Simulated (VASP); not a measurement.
# Zr2Al3N (P6/mmm) in VASP: single point with PBE

Aim: the single point of Zr2Al3N with PBE.

All numbers are computed with VASP 6.6.1; they aren't measurements. Logs are shortened: lines on timing, memory, paths and dates and some standing lists are left out, and cuts for length are marked.

## (1) The cell of the first run

It takes space group P6/mmm (No. 191, hexagonal). The conventional cell has a = 5.566 Å, b = 5.566 Å, c = 3.092 Å, α = 90.00°, β = 90.00°, γ = 120.00°. Zr (site symmetry -6m2) has 6 Al at 2.23 Å within 2.9 Å. Within 2.9 Å of Al (site symmetry mmm) lie 4 Zr at 2.23 Å and 4 Al at 2.78 Å. N (site symmetry 6/mmm) has 2 N at 3.09 Å and 12 Al at 3.18 Å and 6 Zr at 3.21 Å within 4.1 Å.

## (2) Single point, PBE

INCAR

```
SYSTEM = Zr2Al3N
PREC = Accurate ; ENCUT = 520
EDIFF = 1E-6 ; ISMEAR = 0
SIGMA = 0.1 ; LREAL = .FALSE.
LASPH = .TRUE. ; NELM = 80
ALGO = Normal ; ISIF = 2
LWAVE = .FALSE. ; LCHARG = .TRUE.
GGA = PE ; LELF = .TRUE.
LVHAR = .TRUE. ; NBANDS = 28
```

KPOINTS

```
regular mesh
0
G
  6 6 6
  0 0 0
```

POSCAR

```
Zr2Al3N
1.0
    5.5662795400      0.0000000000      0.0000000000
   -2.7831397700      4.8205394900      0.0000000000
    0.0000000000      0.0000000000      3.0917052300
Zr Al N
2 3 1
Direct
    0.3333333300      0.6666666700      0.0000000000
    0.6666666700      0.3333333300      0.0000000000
    0.5000000000      0.0000000000      0.5000000000
    0.5000000000      0.5000000000      0.5000000000
    0.0000000000      0.5000000000      0.5000000000
    0.0000000000      0.0000000000      0.0000000000
```

Potentials or basis: VASP PAW PBE potentials, release 64 (Zr_sv, Al, N).

Launch:

```
$ cat potpaw_PBE.64/Zr_sv/POTCAR potpaw_PBE.64/Al/POTCAR potpaw_PBE.64/N/POTCAR > POTCAR
$ mpirun -np 1 vasp_std > vasp.out
```

OUTCAR:

```text
SYSTEM = Zr2Al3N
   PREC = Accurate
   ENCUT = 520
   EDIFF = 1E-6
   ISMEAR = 0
   LREAL = .FALSE.
   LASPH = .TRUE.
   NELM = 80
   ISIF = 2
   GGA = PE

 ion  position               nearest neighbor table
   1  0.333  0.667  0.000-   5 2.23   5 2.23   3 2.23   3 2.23   4 2.23   4 2.23   2 3.21   2 3.21
                             2 3.21
   2  0.667  0.333  0.000-   5 2.23   5 2.23   3 2.23   3 2.23   4 2.23   4 2.23   1 3.21   1 3.21
                             1 3.21
   3  0.500  0.000  0.500-   1 2.23   2 2.23   1 2.23   2 2.23   4 2.78   5 2.78   4 2.78   5 2.78

   4  0.500  0.500  0.500-   1 2.23   2 2.23   1 2.23   2 2.23   5 2.78   5 2.78   3 2.78   3 2.78

   5  0.000  0.500  0.500-   1 2.23   2 2.23   1 2.23   2 2.23   4 2.78   4 2.78   3 2.78   3 2.78

   6  0.000  0.000  0.000-

  LATTYP: Found a hexagonal cell.
 ALAT       =     5.5662795400
 C/A-ratio  =     0.5554347761

  Lattice vectors:

 A1 = (   5.5662795400,   0.0000000000,   0.0000000000)
 A2 = (  -2.7831397700,   4.8205394900,   0.0000000000)
 A3 = (   0.0000000000,   0.0000000000,   3.0917052300)

Analysis of symmetry for initial positions (statically):
=====================================================================
 Subroutine PRICEL returns:
 Original cell was already a primitive cell.

 Routine SETGRP: Setting up the symmetry group for a
 hexagonal supercell.

 Subroutine GETGRP returns: Found 24 space group operations
 (whereof 24 operations were pure point group operations)
 out of a pool of 24 trial point group operations.

The static configuration has the point symmetry D_6h.

Analysis of symmetry for dynamics (positions and initial velocities):
=====================================================================
 Subroutine PRICEL returns:
 Original cell was already a primitive cell.

 Routine SETGRP: Setting up the symmetry group for a
 hexagonal supercell.

 Subroutine GETGRP returns: Found 24 space group operations
 (whereof 24 operations were pure point group operations)
 out of a pool of 24 trial point group operations.

The dynamic configuration has the point symmetry D_6h.

 Subroutine INISYM returns: Found 24 space group operations
 (whereof 24 operations are pure point group operations),
 and found     1 'primitive' translations

----------------------------------------------------------------------------------------

                                     Primitive cell

  volume of cell :      82.9581

  direct lattice vectors                    reciprocal lattice vectors
     5.566279540  0.000000000  0.000000000     0.179653212  0.103722830  0.000000000
    -2.783139770  4.820539490  0.000000000     0.000000000  0.207445661  0.000000000
     0.000000000  0.000000000  3.091705230     0.000000000  0.000000000  0.323446100

  length of vectors
     5.566279540  5.566279543  3.091705230     0.207445661  0.207445661  0.323446100

  position of ions in fractional coordinates (direct lattice)
     0.333333330  0.666666670  0.000000000
     0.666666670  0.333333330  0.000000000
     0.500000000  0.000000000  0.500000000
     0.500000000  0.500000000  0.500000000
     0.000000000  0.500000000  0.500000000
     0.000000000  0.000000000  0.000000000

  ion indices of the primitive-cell ions
   primitive index   ion index
                 1           1
                 2           2
                 3           3
                 4           4
                 5           5
                 6           6

----------------------------------------------------------------------------------------

 KPOINTS: regular mesh

Automatic generation of k-mesh.
 Grid dimensions read from file:
 generate k-points for:    6    6    6

 Generating k-lattice:

  Cartesian coordinates                     Fractional coordinates (reciprocal lattice)
     0.029942202  0.017287138  0.000000000     0.166666667  0.000000000  0.000000000
     0.000000000  0.034574277  0.000000000     0.000000000  0.166666667  0.000000000
     0.000000000  0.000000000  0.053907683     0.000000000  0.000000000  0.166666667

  Length of vectors
     0.034574277  0.034574277  0.053907683

  Shift w.r.t. Gamma in fractional coordinates (k-lattice)
     0.000000000  0.000000000  0.000000000

 Subroutine IBZKPT returns following result:
 ===========================================

 Found     28 irreducible k-points:

 Following reciprocal coordinates:
            Coordinates               Weight
  0.000000  0.000000  0.000000      1.000000
  0.166667  0.000000  0.000000      6.000000
  0.333333  0.000000  0.000000      6.000000
  0.500000  0.000000  0.000000      3.000000
  0.166667  0.166667  0.000000      6.000000
  0.333333  0.166667  0.000000     12.000000
[... 16 lines left out ...]
  0.166667  0.000000  0.500000      6.000000
  0.333333  0.000000  0.500000      6.000000
 [... further k-points ...]
   k-points           NKPTS =     28   k-points in BZ     NKDIM =     28   number of bands    NBANDS=     28
   number of dos      NEDOS =    301   number of ions     NIONS =      6
   total plane-waves  NPLWV =  42336
   dimension x,y,z NGX =    42 NGY =   42 NGZ =   24
   dimension x,y,z NGXF=    84 NGYF=   84 NGZF=   48
   ions per type =               2   3   1
   NGX,Y,Z   is equivalent  to a cutoff of  12.54, 12.54, 12.91 a.u.
   NGXF,Y,Z  is equivalent  to a cutoff of  25.09, 25.09, 25.81 a.u.
 SYSTEM =  Zr2Al3N
   PREC   = accura    normal or accurate (medium, high low for compatibility)
   ISTART =      0    job   : 0-new  1-cont  2-samecut
   ICHARG =      2    charge: 1-file 2-atom 10-const
   ISPIN  =      1    spin polarized calculation?
   LNONCOLLINEAR =      F non collinear calculations
   LSORBIT =      F    spin-orbit coupling
   LASPH  =      T    aspherical Exc in radial PAW
   ENCUT  =  520.0 eV  38.22 Ry    6.18 a.u.  10.35 10.35  5.75*2*pi/ulx,y,z
   NELM   =     80;   NELMIN=  2; NELMDL= -5     # of ELM steps
   EDIFF  = 0.1E-05   stopping-criterion for ELM
   LREAL  =      F    real-space projection
   EDIFFG = 0.1E-04   stopping-criterion for IOM
   NSW    =      0    number of steps for IOM
   IBRION =     -1    ionic relax: 0-MD 1-quasi-New 2-CG
   NFREE  =      0    steps in history (QN), initial steepest desc. (CG)
   ISIF   =      2    stress and relaxation
   ISYM   =      2    0-nonsym 1-usesym 2-fastsym
   POTIM  = 0.5000    time-step for ionic-motion
   TEBEG  =    0.0;   TEEND  =   0.0 temperature during run
   PSTRESS=    0.0 pullay stress
   NELECT =      38.0000    total number of electrons
   NUPDOWN=      -1.0000    fix difference up-down
   EMIN   =  10.00;   EMAX   =-10.00  energy-range for DOS
   EFERMI =   0.00;   METHOD = LEGACY
   ISMEAR =     0;   SIGMA  =   0.10  broadening in eV -4-tet -1-fermi 0-gaus
   EFERMI_NEDOS =   21; number of points for ismear=-14 and -15
   IALGO  =     38    algorithm
   IMIX   =      4    mixing-type and parameters
     AMIX     =   0.40;   BMIX     =  1.00
     AMIX_MAG =   1.60;   BMIX_MAG =  1.00
  volume/ion in A,a.u.               =      13.83        93.30
  Fermi-wavevector in a.u.,A,eV,Ry     =   1.261972  2.384782 21.668282  1.592574
  Thomas-Fermi vector in A             =   2.395404
   LORBIT       =      0    0 simple, 1 ext, 2 COOP (PROOUT), +10 PAW based schemes
   GGA     = PE    functional components
   LHFCALC =     F    Hartree Fock is set to
   AEXX    =    0.0000 exact exchange contribution
   IVDW    =     0    specifies the selected vdW correction
   LEPSILON=     F    determine dielectric tensor
   LRPA    =     F    only Hartree local field effects (RPA)
 non-spin polarized calculation
 Gauss-broadening in eV      SIGMA  =   0.10
  energy-cutoff  :      520.00
  volume of cell :       82.96
 maximum number of plane-waves:      2256
 NGX is ok and might be reduce to    42
   NGX = 21   NGY = 21   NGZ = 11

 number of electron      38.0000000 magnetization

 Free energy of the ion-electron system (eV)
  ---------------------------------------------------
  ext. energy  EPLUGINS =         0.00000000
  ---------------------------------------------------
  free energy    TOTEN  =       -16.28316279 eV

  energy without entropy =      -16.26474038  energy(sigma->0) =      -16.27395159

 E-fermi :   8.9429     XC(G=0): -11.3754

 val. band max:        8.9296917210   @ k =   0.3333   0.3333   0.0000
 cond. band min:       9.0100155286   @ k =   0.5000   0.0000   0.0000
 fundamental gap:      0.0803238076
 Fermi energy:         8.9428618406

 k-point     1 :       0.0000    0.0000    0.0000
  band No.  band energies     occupation
      1     -37.9571      2.00000
      2     -37.8531      2.00000
      3     -16.6981      2.00000
      4     -16.6981      2.00000
      5     -16.2372      2.00000
      6     -16.1932      2.00000
[... 20 lines left out ...]
     27      14.5551      0.00000
     28      15.1318      0.00000

 k-point     2 :       0.1667    0.0000    0.0000
  band No.  band energies     occupation
      1     -37.9511      2.00000
      2     -37.8593      2.00000
      3     -16.7072      2.00000
      4     -16.6720      2.00000
      5     -16.2346      2.00000
      6     -16.1960      2.00000
[... 20 lines left out ...]
     27      14.6863      0.00000
     28      15.0081      0.00000

 k-point     3 :       0.3333    0.0000    0.0000
  band No.  band energies     occupation
      1     -37.9353      2.00000
      2     -37.8752      2.00000
      3     -16.7245      2.00000
      4     -16.6075      2.00000
      5     -16.2654      2.00000
      6     -16.2279      2.00000
[... 20 lines left out ...]
     27      14.9610      0.00000
     28      15.0714      0.00000

 k-point     4 :       0.5000    0.0000    0.0000
  band No.  band energies     occupation
      1     -37.9227      2.00000
      2     -37.8880      2.00000
      3     -16.7328      2.00000
      4     -16.5628      2.00000
      5     -16.3125      2.00000
      6     -16.2225      2.00000
[... 578 lines left out ...]
     27      15.6688      0.00000
     28      15.9837      0.00000

 k-point    23 :       0.1667    0.0000    0.5000
  band No.  band energies     occupation
      1     -37.8393      2.00000
      2     -37.7727      2.00000
      3     -17.3465      2.00000
      4     -17.1437      2.00000
      5     -16.5209      2.00000
      6     -16.4913      2.00000
[... 20 lines left out ...]
     27      15.4298      0.00000
     28      15.6709      0.00000

 k-point    24 :       0.3333    0.0000    0.5000
  band No.  band energies     occupation
      1     -37.8278      2.00000
      2     -37.7843      2.00000
      3     -17.3118      2.00000
      4     -17.1790      2.00000
      5     -16.5377      2.00000
      6     -16.4410      2.00000
[... 20 lines left out ...]
     27      14.7967      0.00000
     28      15.6630      0.00000

 [... further k-points ...]
[... 5 lines left out ...]
  --------------------------------------------------------------------------------------
  -------------------------------------------------------------------------------------
  Total       35.1006589     35.1006589     70.6590671      0.0000000      0.0000000     -0.0000000
  in kB      677.9023081    677.9023091   1364.6451719      0.0000000      0.0000000     -0.0000000
  external PRESSURE =     906.8165964 kB  Pullay stress =       0.0000000 kB

 VOLUME and BASIS-vectors are now :
 -----------------------------------------------------------------------------
  energy-cutoff  :      520.00
  volume of cell :       82.96
      direct lattice vectors                 reciprocal lattice vectors
     5.566279540  0.000000000  0.000000000     0.179653212  0.103722830  0.000000000
    -2.783139770  4.820539490  0.000000000     0.000000000  0.207445661  0.000000000
     0.000000000  0.000000000  3.091705230     0.000000000  0.000000000  0.323446100

 POSITION                                       TOTAL-FORCE (eV/Angst)
 -----------------------------------------------------------------------------------
     -0.00000      3.21369      0.00000         0.000000      0.000000     -0.000000
      2.78314      1.60685      0.00000        -0.000000     -0.000000      0.000000
      2.78314      0.00000      1.54585         0.000000      0.000000      0.000000
      1.39157      2.41027      1.54585        -0.000000      0.000000      0.000000
     -1.39157      2.41027      1.54585         0.000000      0.000000      0.000000
      0.00000      0.00000      0.00000        -0.000000      0.000000      0.000000
 -----------------------------------------------------------------------------------
    total drift:                                0.000000     -0.000000      0.000000

  FREE ENERGIE OF THE ION-ELECTRON SYSTEM (eV)
  ---------------------------------------------------
  free  energy   TOTEN  =       -16.2831627917 eV

  energy  without entropy=      -16.2647403786  energy(sigma->0) =      -16.27395159
```

Wall time 37 s (1 thread of Intel Xeon 6975P-C (Granite Rapids), shared host); peak memory 0.21 GiB.

What came out:

- Free energy: -16.2832 eV
- Pressure: 90.7 GPa
- Band gap on the k mesh: zero (band 19 reaches 9.99 eV, above the bottom of band 20 at 8.53 eV)

Stress tensor (GPa, compression positive):
```
 67.79   0.00   0.00
  0.00  67.79   0.00
  0.00   0.00 136.46
```

Levels at points of the mesh, in eV from the Fermi level:
| k point | band 15 | band 16 | band 17 | band 18 | band 19 | band 20 | band 21 | band 22 | band 23 | band 24 |
| --- | --- | --- | --- | --- | --- | --- | --- | --- | --- | --- |
| (0.00, 0.00, 0.00) | -2.23 | -2.23 | 0.45 | 0.77 | 0.77 | 1.69 | 1.69 | 2.10 | 2.10 | 2.34 |
| (0.50, 0.00, 0.00) | -2.29 | -1.54 | 0.07 | 0.16 | 0.58 | 0.78 | 1.35 | 1.80 | 1.89 | 2.66 |
| (0.00, 0.00, 0.50) | -2.42 | -1.85 | -1.85 | -0.41 | -0.27 | -0.27 | 2.02 | 2.75 | 2.75 | 5.34 |
| (0.50, 0.00, 0.50) | -1.50 | -1.44 | -1.27 | -0.58 | -0.02 | 0.59 | 0.67 | 2.09 | 2.94 | 4.69 |
